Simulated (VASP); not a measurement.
**Na: single point with PBEsol**

The system is Na.

```
Na
1.0
     6.69669    0.00000    0.00000
     0.00000    6.69669    0.00000
     0.00000    0.00000    6.69669
Na
8
Direct
  0.00000 0.00000 0.00000
  0.50000 0.25000 0.00000
  0.50000 0.75000 0.00000
  0.00000 0.50000 0.25000
  0.25000 0.00000 0.50000
  0.75000 0.00000 0.50000
  0.50000 0.50000 0.50000
  0.00000 0.50000 0.75000
```

* Program: VASP 6.6.1
* Task: single point
* Functional: PBEsol
* Potentials or basis: VASP PAW PBE potentials, release 64 (Na_pv)
* Cutoff: 520 eV
* k mesh: 4 × 4 × 4
* Occupations: gaussian, width 0.1 eV
* Spin: no spin polarisation
* Dipole correction: no
* Further INCAR settings: ALGO = Fast; EDIFF = 1e-06; NBANDS = 38

| Quantity | Value |
| --- | --- |
| Pressure | -1.0 GPa |
| Band gap on the k mesh | zero (bands 28 and 29 overlap by 1.48 eV) |

Levels at points of the mesh, in eV from the Fermi level:
| k point | band 24 | band 25 | band 26 | band 27 | band 28 | band 29 | band 30 | band 31 | band 32 | band 33 |
| --- | --- | --- | --- | --- | --- | --- | --- | --- | --- | --- |
| (0.00, 0.00, 0.00) | -24.94 | -3.40 | -0.08 | -0.08 | -0.08 | -0.01 | -0.01 | 0.00 | 2.84 | 2.84 |
| (0.50, 0.00, 0.00) | -24.94 | -2.54 | -2.54 | 0.62 | 0.62 | 0.69 | 0.69 | 0.82 | 0.82 | 0.96 |
| (0.50, 0.50, 0.00) | -24.94 | -1.69 | -1.69 | -1.69 | -1.69 | 1.26 | 1.39 | 1.39 | 1.41 | 1.74 |
| (0.50, 0.50, 0.50) | -24.95 | -0.86 | -0.86 | -0.86 | -0.86 | -0.86 | -0.86 | -0.86 | -0.86 | 5.15 |

It took 2.1 min on 1 thread of Intel(R) Xeon(R) Platinum 8488C (Sapphire Rapids), with other jobs on the host, peak memory 0.35 GiB.

Caveat: the PAW data sets were made with another functional, which shifts forces and pressure a little.
